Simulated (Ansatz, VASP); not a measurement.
Two plane-wave programs on Sb

```xyz
2
Lattice="2.1542 1.2437 3.7580 -2.1542 1.2437 3.7580 0.0000 -2.4875 3.7580" Properties=species:S:1:pos:R:3 pbc="T T T"
Sb    0.0000    0.0000    8.6416
Sb    0.0000    0.0000    2.6324
```

Alike in both runs: functional r2SCAN0; k mesh 4 × 4 × 4; occupations fermi-dirac, width 0.05 eV; no spin polarisation.

|  | VASP | Ansatz |
| --- | --- | --- |
| version | VASP 6.6.1 | Ansatz 0.2.0 |
| potentials or method | VASP PAW PBE potentials, release 64 (Sb_d_GW) | Ansatz PAW |
| plane-wave cutoff (eV) | 440 | 500 |
| valence electrons in the cell | 30 | 30 |
| task | single point | band structure |

VASP gave:

* gap on the k mesh at the Fermi level (eV): 0.92
* least direct gap on the mesh (eV): 1.05
* pressure (GPa): 0.3
* traceless stress, the component that is largest in VASP (GPa): -0.34
* rms of the force components (eV/Å): 0.278

Q: Estimate Ansatz's values.

A: gap on the k mesh at the Fermi level (eV): 0.82; least direct gap on the mesh (eV): 0.94; pressure (GPa): 0.4; traceless stress, the component that is largest in VASP (GPa): -0.27; rms of the force components (eV/Å): 0.296.

VASP's potentials were made for PBE, not for r2SCAN0. Atom by atom the forces differ by 0.018 eV/Å (rms over components).

The k mesh is coarse, so the values compare programs but aren't converged. Neither program's run includes spin-orbit coupling. Noted on Ansatz's run: the k mesh misses the band edges, so the gap on the mesh is wider than the one along the path.
